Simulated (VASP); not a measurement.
## Si3N2: single point with PBE

Crystal: Si3N2.

```xyz
5
Lattice="3.0864 0.0000 0.0000 0.0000 3.0864 0.0000 0.0000 0.0000 6.6789" Properties=species:S:1:pos:R:3 pbc="T T T"
Si    1.5432    0.0000    1.7360
Si    0.0000    1.5432    1.7360
Si    1.5432    1.5432    2.0326
N     1.5432    0.0000    5.6875
N     0.0000    1.5432    5.6875
```

```yaml
Program: VASP 6.6.1
Task: single point
Functional: PBE
Potentials_or_basis: VASP PAW PBE potentials, release 64 (Si, N)
Cutoff: 520 eV
k_mesh: 6 × 6 × 4
Occupations: gaussian, width 0.1 eV
Spin: no spin polarisation
```

```
Pressure               : 161.4 GPa
Largest force          : 24.104 eV/Å
Band gap on the k mesh : zero (band 11 reaches 6.62 eV, above the bottom of band 12 at 5.58 eV)
```

Forces in eV/Å, atoms in the order of the input:
```
Si    0.000   0.000 -12.677
Si    0.000   0.000 -12.677
Si    0.000   0.000  24.104
N     0.000   0.000   0.625
N     0.000   0.000   0.625
```

Stress tensor (GPa, compression positive):
```
239.16   0.00   0.00
  0.00 239.16   0.00
  0.00   0.00   5.94
```

Levels at points of the mesh, in eV from the Fermi level:
```
           k point  band 8  band 9  band 10  band 11  band 12  band 13  band 14  band 15
(0.00, 0.00, 0.00)   -2.45   -2.45    -0.77    -0.75     1.01     2.02     2.34     3.40
(0.50, 0.00, 0.00)   -2.34   -0.77    -0.27    -0.01     0.00     0.16     0.20     2.68
(0.50, 0.50, 0.00)   -4.70   -3.02    -2.19    -2.19     0.55     0.55     2.66     4.29
(0.00, 0.00, 0.50)   -2.46   -2.46    -0.84    -0.78     1.15     2.02     3.40     3.40
(0.50, 0.00, 0.50)   -2.34   -1.23    -0.84    -0.02     0.00     0.19     0.20     2.70
(0.50, 0.50, 0.50)   -4.73   -2.86    -1.86    -1.86     0.03     0.03     2.83     4.30
```

It used 21 s of CPU time on 1 thread of Intel Xeon 6975P-C, on a shared host.

Caveat: forces of over 1 eV/Å act on the atoms, so gaps and moduli don't describe the material at rest.
